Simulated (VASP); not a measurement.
Set up this calculation in VASP 6.6.1, as the native input.

- Task: single point
- Functional: PBE
- Potentials or basis: VASP PAW PBE potentials, release 64 (Hf_pv)
- Cutoff: 520 eV
- k mesh: 11 × 10 × 10
- Occupations: fermi-dirac, width 0.05 eV
- Spin: no spin polarisation
- Dipole correction: no
- Further INCAR settings: ALGO = Normal; EDIFF = 1e-06; NBANDS = 11

The structure of Hf lies in POSCAR:

```
Hf
1.0
   -2.2216603634      1.6010009583      1.5942772576
    2.2463446384     -1.6202450952      1.5697649491
    2.2555685280      1.5629660492     -1.6140280050
Hf
1
Direct
    0.0000000000      0.0000000000      0.0000000000
```

These files were run (other wordings do the same):

INCAR

```
PREC = Accurate
ENCUT = 520
EDIFF = 1E-6
ISMEAR = -1
SIGMA = 0.05
LREAL = False
LASPH = True
NELM = 80
ALGO = Normal
ISIF = 2
LWAVE = False
LCHARG = False
GGA = PE
NBANDS = 11
```

KPOINTS

```
regular mesh
0
Gamma
  11 10 10
```

Potentials or basis: VASP PAW PBE potentials, release 64 (Hf_pv).

Launch:

```console
$ cat potpaw_PBE.64/Hf_pv/POTCAR > POTCAR
$ mpirun -np 1 vasp_std > vasp.out
```

It gave:

```
Pressure               : -0.4 GPa
Band gap on the k mesh : zero (band 5 reaches 6.04 eV, above the bottom of band 6 at 4.06 eV)
```

Caveat: spin-orbit coupling is left out, which moves the levels of the heavy elements.

It took 16 s on 1 thread of Intel(R) Xeon(R) 6975P-C (Granite Rapids), on a shared host, peak memory 0.19 GiB.
